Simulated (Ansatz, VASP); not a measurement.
Two plane-wave programs on Sn

```xyz
2
Lattice="0.0000 3.3273 3.3273 3.3273 0.0000 3.3273 3.3273 3.3273 0.0000" Properties=species:S:1:pos:R:3 pbc="T T T"
Sn    0.0000    0.0000    0.0000
Sn    1.6637    1.6637    1.6637
```

Alike in both runs: functional PBE; k mesh 12 × 12 × 12; occupations gaussian, width 0.1 eV; no spin polarisation.

Ansatz relaxed the structure, and its values are those at the end. VASP's run is a single point on that final structure, the one shown.

```csv
,VASP,Ansatz
version,VASP 6.6.1,Ansatz 0.2.0
potentials or method,"VASP PAW PBE potentials, release 64 (Sn_d), cutoff 520 eV","scalar-relativistic, plane waves, PAW"
valence electrons in the cell,28,28
```

```csv
,VASP,Ansatz,Ansatz less VASP
gap on the k mesh at the Fermi level (eV),none,none,-
pressure (GPa),0.0,0.0,+0.05
```

A gap of «none» marks a metal or a gap that the smearing closes.
